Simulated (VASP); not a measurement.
# MgO (Pm) in VASP: notebook

The runs below take MgO through single point, with PBE.

Everything below comes from runs of VASP 6.6.1. Logs are shortened: lines on timing, memory, paths and dates and some standing lists are left out, and cuts for length are marked.

### Step 1. The cell of the first run

It takes space group Pm (No. 6, monoclinic). Conventional cell: a = 3.486 Å, b = 4.178 Å, c = 3.486 Å, α = 90.00°, β = 120.00°, γ = 90.00°. Within 2.7 Å of Mg (site symmetry m) lie 5 O at 2.01 to 2.14 Å. Within 2.2 Å of Mg (site symmetry m) lie 4 O at 1.64 to 2.09 Å. Within 2.2 Å of O (site symmetry m) lie 4 Mg at 1.64 to 2.14 Å. Within 2.7 Å of O (site symmetry m) lie 5 Mg at 2.01 to 2.09 Å and 2 O at 2.66 Å.

### Step 2. Single point, PBE (atom 3 (O) moved by (-0.450, +0.000) A along x and z)

Input file INCAR:

```
ALGO     = Normal         # electronic algorithm
EDIFF    = 1E-7           # SCF threshold, eV
ENCUT    = 520            # plane-wave cutoff, eV
GGA      = PE             # functional
ISIF     = 2              # what is computed and relaxed
ISMEAR   = 0              # smearing method
LASPH    = T              # aspherical terms in the spheres
LCHARG   = T              # write CHGCAR
LELF     = T              # ELF
LREAL    = F              # projectors in reciprocal space
LVHAR    = T            
LWAVE    = F              # write WAVECAR
NBANDS   = 16             # bands
NELM     = 60             # most SCF steps
PREC     = Accurate       # precision mode
SIGMA    = 0.05           # smearing width, eV
```

Input file KPOINTS:

```
k-points
0
Gamma
  6 6 6
```

Input file POSCAR:

```
MgO
1.0
    3.4863778627      0.0000000000      0.0000000000
   -1.7431889314      3.0192917963      0.0000000000
    0.0000000000      0.0000000000      4.1780412200
Mg O
2 2
Direct
    0.6666666667      0.3333333333      0.7500000000
    0.3333333333      0.6666666667      0.2500000000
    0.5375928778      0.3333333333      0.2500000000
    0.3333333333      0.6666666667      0.7500000000
```

Potentials or basis: VASP PAW PBE potentials, release 64 (Mg, O).

Started as:

```
$ cat potpaw_PBE.64/Mg/POTCAR potpaw_PBE.64/O/POTCAR > POTCAR
$ mpirun -np 1 vasp_std > vasp.out
```

OUTCAR:

```text
EDIFF = 1E-7
   ENCUT = 520
   GGA = PE
   ISIF = 2
   ISMEAR = 0
   LASPH = T
   LREAL = F
   NELM = 60
   PREC = Accurate

 ion  position               nearest neighbor table
   1  0.667  0.333  0.750-   4 2.01   4 2.01   4 2.01   3 2.14   3 2.14   2 2.90   2 2.90   2 2.90
                             2 2.90   2 2.90   2 2.90
   2  0.333  0.667  0.250-   3 1.64   3 2.06   4 2.09   4 2.09   3 2.41   1 2.90   1 2.90   1 2.90
                             1 2.90   1 2.90   1 2.90
   3  0.538  0.333  0.250-   2 1.64   2 2.06   1 2.14   1 2.14   2 2.41
   4  0.333  0.667  0.750-   1 2.01   1 2.01   1 2.01   2 2.09   2 2.09

  LATTYP: Found a hexagonal cell.
 ALAT       =     3.4863778627
 C/A-ratio  =     1.1983902447

  Lattice vectors:

 A1 = (   3.4863778627,   0.0000000000,   0.0000000000)
 A2 = (  -1.7431889314,   3.0192917963,   0.0000000000)
 A3 = (   0.0000000000,   0.0000000000,   4.1780412200)

Analysis of symmetry for initial positions (statically):
=====================================================================
 Subroutine PRICEL returns:
 Original cell was already a primitive cell.

 Routine SETGRP: Setting up the symmetry group for a
 hexagonal supercell.

 Subroutine GETGRP returns: Found  2 space group operations
 (whereof  1 operations were pure point group operations)
 out of a pool of 24 trial point group operations.

The static configuration has the point symmetry C_1 .
 The point group associated with its full space group is C_1h.

Analysis of symmetry for dynamics (positions and initial velocities):
=====================================================================
 Subroutine PRICEL returns:
 Original cell was already a primitive cell.

 Routine SETGRP: Setting up the symmetry group for a
 hexagonal supercell.

 Subroutine GETGRP returns: Found  2 space group operations
 (whereof  1 operations were pure point group operations)
 out of a pool of 24 trial point group operations.

The dynamic configuration has the point symmetry C_1 .
 The point group associated with its full space group is C_1h.

 Subroutine INISYM returns: Found  2 space group operations
 (whereof  1 operations are pure point group operations),
 and found     1 'primitive' translations

----------------------------------------------------------------------------------------

                                     Primitive cell

  volume of cell :      43.9797

  direct lattice vectors                    reciprocal lattice vectors
     3.486377863  0.000000000  0.000000000     0.286830642  0.165601748  0.000000000
    -1.743188931  3.019291796  0.000000000     0.000000000  0.331203497  0.000000000
     0.000000000  0.000000000  4.178041220     0.000000000  0.000000000  0.239346609

  length of vectors
     3.486377863  3.486377863  4.178041220     0.331203497  0.331203497  0.239346609

  position of ions in fractional coordinates (direct lattice)
     0.666666667  0.333333333  0.750000000
     0.333333333  0.666666667  0.250000000
     0.537592878  0.333333333  0.250000000
     0.333333333  0.666666667  0.750000000

  ion indices of the primitive-cell ions
   primitive index   ion index
                 1           1
                 2           2
                 3           3
                 4           4

----------------------------------------------------------------------------------------

 KPOINTS: k-points

Automatic generation of k-mesh.
 Grid dimensions read from file:
 generate k-points for:    6    6    6

 Generating k-lattice:

  Cartesian coordinates                     Fractional coordinates (reciprocal lattice)
     0.047805107  0.027600291  0.000000000     0.166666667  0.000000000  0.000000000
     0.000000000  0.055200583  0.000000000     0.000000000  0.166666667  0.000000000
     0.000000000  0.000000000  0.039891102     0.000000000  0.000000000  0.166666667

  Length of vectors
     0.055200583  0.055200583  0.039891102

  Shift w.r.t. Gamma in fractional coordinates (k-lattice)
     0.000000000  0.000000000  0.000000000

 Subroutine IBZKPT returns following result:
 ===========================================

 Found     80 irreducible k-points:

 Following reciprocal coordinates:
            Coordinates               Weight
  0.000000  0.000000  0.000000      1.000000
  0.166667 -0.000000  0.000000      2.000000
  0.000000  0.166667  0.000000      2.000000
 -0.166667  0.166667  0.000000      2.000000
  0.333333 -0.000000  0.000000      2.000000
  0.000000  0.333333  0.000000      2.000000
[... 16 lines left out ...]
  0.000000  0.166667  0.166667      4.000000
 -0.166667  0.166667  0.166667      4.000000
 [... further k-points ...]
   k-points           NKPTS =     80   k-points in BZ     NKDIM =     80   number of bands    NBANDS=     16
   number of dos      NEDOS =    301   number of ions     NIONS =      4
   total plane-waves  NPLWV =  25088
   dimension x,y,z NGX =    28 NGY =   28 NGZ =   32
   dimension x,y,z NGXF=    56 NGYF=   56 NGZF=   64
   ions per type =               2   2
   NGX,Y,Z   is equivalent  to a cutoff of  13.35, 13.35, 12.73 a.u.
   NGXF,Y,Z  is equivalent  to a cutoff of  26.70, 26.70, 25.47 a.u.
 SYSTEM =  unknown system
   PREC   = accura    normal or accurate (medium, high low for compatibility)
   ISTART =      0    job   : 0-new  1-cont  2-samecut
   ICHARG =      2    charge: 1-file 2-atom 10-const
   ISPIN  =      1    spin polarized calculation?
   LNONCOLLINEAR =      F non collinear calculations
   LSORBIT =      F    spin-orbit coupling
   LASPH  =      T    aspherical Exc in radial PAW
   ENCUT  =  520.0 eV  38.22 Ry    6.18 a.u.   6.48  6.48  7.77*2*pi/ulx,y,z
   NELM   =     60;   NELMIN=  2; NELMDL= -5     # of ELM steps
   EDIFF  = 0.1E-06   stopping-criterion for ELM
   LREAL  =      F    real-space projection
   EDIFFG = 0.1E-05   stopping-criterion for IOM
   NSW    =      0    number of steps for IOM
   IBRION =     -1    ionic relax: 0-MD 1-quasi-New 2-CG
   NFREE  =      0    steps in history (QN), initial steepest desc. (CG)
   ISIF   =      2    stress and relaxation
   ISYM   =      2    0-nonsym 1-usesym 2-fastsym
   POTIM  = 0.5000    time-step for ionic-motion
   TEBEG  =    0.0;   TEEND  =   0.0 temperature during run
   PSTRESS=    0.0 pullay stress
   NELECT =      16.0000    total number of electrons
   NUPDOWN=      -1.0000    fix difference up-down
   EMIN   =  10.00;   EMAX   =-10.00  energy-range for DOS
   EFERMI =   0.00;   METHOD = LEGACY
   ISMEAR =     0;   SIGMA  =   0.05  broadening in eV -4-tet -1-fermi 0-gaus
   EFERMI_NEDOS =   21; number of points for ismear=-14 and -15
   IALGO  =     38    algorithm
   IMIX   =      4    mixing-type and parameters
     AMIX     =   0.40;   BMIX     =  1.00
     AMIX_MAG =   1.60;   BMIX_MAG =  1.00
  volume/ion in A,a.u.               =      10.99        74.20
  Fermi-wavevector in a.u.,A,eV,Ry     =   1.168685  2.208494 18.583167  1.365824
  Thomas-Fermi vector in A             =   2.305168
   LORBIT       =      0    0 simple, 1 ext, 2 COOP (PROOUT), +10 PAW based schemes
   GGA     = PE    functional components
   LHFCALC =     F    Hartree Fock is set to
   AEXX    =    0.0000 exact exchange contribution
   IVDW    =     0    specifies the selected vdW correction
   LEPSILON=     F    determine dielectric tensor
   LRPA    =     F    only Hartree local field effects (RPA)
 non-spin polarized calculation
 Gauss-broadening in eV      SIGMA  =   0.05
  energy-cutoff  :      520.00
  volume of cell :       43.98
 maximum number of plane-waves:      1204
 NGX is ok and might be reduce to    28
   NGX = 13   NGY = 13   NGZ = 15

 number of electron      16.0000000 magnetization

 Free energy of the ion-electron system (eV)
  ---------------------------------------------------
  ext. energy  EPLUGINS =         0.00000000
  ---------------------------------------------------
  free energy    TOTEN  =       -22.29181146 eV

  energy without entropy =      -22.29181146  energy(sigma->0) =      -22.29181146

 E-fermi :   2.4330     XC(G=0): -10.0617

 val. band max:        2.1693645502   @ k =   0.0000   0.0000   0.0000
 cond. band min:       5.2252367960   @ k =   0.0000   0.0000   0.0000
 fundamental gap:      3.0558722458
 Fermi energy:         2.4330275168

 k-point     1 :       0.0000    0.0000    0.0000
  band No.  band energies     occupation
      1     -14.9431      2.00000
      2     -13.4823      2.00000
      3      -1.6561      2.00000
      4       0.0059      2.00000
      5       0.6281      2.00000
      6       1.0335      2.00000
[... 8 lines left out ...]
     15      17.7060      0.00000
     16      18.3608      0.00000

 k-point     2 :       0.1667   -0.0000    0.0000
  band No.  band energies     occupation
      1     -14.8324      2.00000
      2     -13.4814      2.00000
      3      -1.4812      2.00000
      4      -0.3539      2.00000
      5       0.0116      2.00000
      6       0.8680      2.00000
[... 8 lines left out ...]
     15      16.4854      0.00000
     16      18.6802      0.00000

 k-point     3 :       0.0000    0.1667    0.0000
  band No.  band energies     occupation
      1     -14.8086      2.00000
      2     -13.5008      2.00000
      3      -1.4489      2.00000
      4      -0.3377      2.00000
      5       0.3898      2.00000
      6       0.6653      2.00000
[... 8 lines left out ...]
     15      16.4524      0.00000
     16      18.2568      0.00000

 k-point     4 :      -0.1667    0.1667    0.0000
  band No.  band energies     occupation
      1     -14.7965      2.00000
      2     -13.5157      2.00000
      3      -1.4300      2.00000
      4      -0.2241      2.00000
      5       0.3173      2.00000
      6       0.7136      2.00000
[... 8 lines left out ...]
     15      16.8454      0.00000
     16      17.1752      0.00000

 k-point     5 :       0.3333   -0.0000    0.0000
  band No.  band energies     occupation
      1     -14.5869      2.00000
      2     -13.4961      2.00000
      3      -1.4845      2.00000
      4      -1.0678      2.00000
      5      -0.2822      2.00000
      6       0.5956      2.00000
[... 8 lines left out ...]
     15      15.8667      0.00000
     16      18.9041      0.00000

 k-point     6 :       0.0000    0.3333    0.0000
  band No.  band energies     occupation
      1     -14.4864      2.00000
      2     -13.5849      2.00000
      3      -1.1566      2.00000
      4      -0.9073      2.00000
      5       0.0553      2.00000
      6       0.2141      2.00000
[... 8 lines left out ...]
     15      17.3173      0.00000
     16      18.3969      0.00000
[... 267 lines left out ...]
 k-point    21 :       0.0000    0.0000    0.1667
  band No.  band energies     occupation
      1     -14.8497      2.00000
      2     -13.5839      2.00000
      3      -1.5181      2.00000
      4       0.0924      2.00000
      5       0.6332      2.00000
      6       1.0360      2.00000
[... 8 lines left out ...]
     15      18.0027      0.00000
     16      18.3091      0.00000

 k-point    22 :       0.1667   -0.0000    0.1667
  band No.  band energies     occupation
      1     -14.7437      2.00000
      2     -13.5722      2.00000
      3      -1.4154      2.00000
      4      -0.2546      2.00000
      5       0.0672      2.00000
      6       0.7644      2.00000
[... 8 lines left out ...]
     15      16.7114      0.00000
     16      18.4107      0.00000

 k-point    23 :       0.0000    0.1667    0.1667
  band No.  band energies     occupation
      1     -14.7216      2.00000
      2     -13.5871      2.00000
      3      -1.4398      2.00000
      4      -0.1773      2.00000
      5       0.3455      2.00000
      6       0.5922      2.00000
[... 8 lines left out ...]
     15      17.0067      0.00000
     16      17.9820      0.00000

 k-point    24 :      -0.1667    0.1667    0.1667
  band No.  band energies     occupation
      1     -14.7107      2.00000
      2     -13.5994      2.00000
      3      -1.4527      2.00000
      4      -0.0179      2.00000
      5       0.3231      2.00000
      6       0.4553      2.00000
[... 8 lines left out ...]
     15      16.4675      0.00000
     16      18.0940      0.00000

 [... further k-points ...]
[... 5 lines left out ...]
  --------------------------------------------------------------------------------------
  -------------------------------------------------------------------------------------
  Total        6.3155470      4.6613158      1.6512140     -6.5015092      0.0000000      0.0000000
  in kB      230.0749260    169.8114006     60.1536078   -236.8495151      0.0000000      0.0000000
  external PRESSURE =     153.3466448 kB  Pullay stress =       0.0000000 kB

 VOLUME and BASIS-vectors are now :
 -----------------------------------------------------------------------------
  energy-cutoff  :      520.00
  volume of cell :       43.98
      direct lattice vectors                 reciprocal lattice vectors
     3.486377863  0.000000000  0.000000000     0.286830642  0.165601748  0.000000000
    -1.743188931  3.019291796  0.000000000     0.000000000  0.331203497  0.000000000
     0.000000000  0.000000000  4.178041220     0.000000000  0.000000000  0.239346609

 POSITION                                       TOTAL-FORCE (eV/Angst)
 -----------------------------------------------------------------------------------
      1.74319      1.00643      3.13353        -0.728681     -0.022900      0.000000
     -0.00000      2.01286      1.04451        -5.733980      4.133999      0.000000
      1.29319      1.00643      1.04451         7.274978     -4.417541      0.000000
     -0.00000      2.01286      3.13353        -0.812316      0.306443      0.000000
 -----------------------------------------------------------------------------------
    total drift:                               -0.000523      0.000523     -0.000000

  FREE ENERGIE OF THE ION-ELECTRON SYSTEM (eV)
  ---------------------------------------------------
  free  energy   TOTEN  =       -22.2918114629 eV

  energy  without entropy=      -22.2918114629  energy(sigma->0) =      -22.29181146
```

Wall time 58 s (1 thread of Intel Xeon Platinum 8259CL at 2.50GHz (Skylake/Cascade Lake), shared host); peak memory 0.19 GiB.

Results:

```yaml
Free_energy: -22.2918 eV
Pressure: 15.3 GPa
Largest_force: 8.511 eV/Å
Band_gap_on_the_k_mesh: 3.06 eV, direct
```

Forces on the atoms (eV/Å):
```
Mg  -0.729 -0.023  0.000
Mg  -5.734  4.134  0.000
O    7.275 -4.418  0.000
O   -0.812  0.306  0.000
```

Stress tensor (GPa, compression positive):
```
 23.01 -23.68   0.00
-23.68  16.98   0.00
  0.00   0.00   6.02
```

Levels at points of the mesh, in eV from the valence-band top:
```
           k point  band 6  band 7  band 8  band 9  band 10  band 11
(0.00, 0.00, 0.00)   -1.14   -0.71    0.00    3.06     9.10    11.31
(0.50, 0.00, 0.00)   -1.69   -0.71   -0.64    7.51     8.38     8.87
(0.00, 0.50, 0.00)   -2.10   -1.26   -0.95    6.99     8.00     9.64
(0.50, 0.50, 0.00)   -2.19   -1.87   -0.69    6.08     8.33    11.04
(0.00, 0.00, 0.50)   -1.51   -1.33   -1.10    5.86     6.13    12.45
(0.50, 0.00, 0.50)   -1.82   -1.44   -1.14    7.41     7.44    11.38
(0.00, 0.50, 0.50)   -1.58   -0.91   -0.54    6.75     7.09    10.44
(0.50, 0.50, 0.50)   -1.40   -0.64   -0.38    6.61     6.87     9.86
```

Caveat: the cell differs from its parent crystal (atom 3 (O) moved by (-0.450, +0.000) A along x and z); forces of over 1 eV/Å act on the atoms, so gaps and moduli don't describe the material at rest.

[end of part 1 of 2]
